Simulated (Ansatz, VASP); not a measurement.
## Sb in VASP and in Ansatz

```
CELL_PARAMETERS angstrom
3.38805 0.00000 0.00000
0.00000 3.38805 0.00000
0.00000 0.00000 28.62170
ATOMIC_POSITIONS crystal
Sb 0.25000 0.25000 0.38432
Sb 0.75000 0.75000 0.45295
Sb 0.25000 0.25000 0.54705
Sb 0.75000 0.75000 0.61568
```

Alike in both runs: task single point; functional PBE; k mesh 10 × 10 × 1; occupations fermi-dirac, width 0.05 eV; no spin polarisation.

|  | VASP | Ansatz |
| --- | --- | --- |
| version | VASP 6.6.1 | Ansatz 0.2.0 |
| potentials or method | VASP PAW PBE potentials, release 64 (Sb) | PAW with Ansatz's default frozen-core files, scalar-relativistic |
| plane-wave cutoff (eV) | 520 | 420 |
| valence electrons in the cell | 20 | 60 |

Ansatz gave:

```
rms of the force components (eV/Å) : 0.001
```

Task: What did VASP give for the same quantities?

Result: rms of the force components (eV/Å): 0.004.

Atom by atom the forces differ by 0.005 eV/Å (rms over components). VASP's potentials hold 20 valence electrons a cell and Ansatz's 60, so a difference there can come from the potentials and not from the codes.

Neither program's run includes spin-orbit coupling.
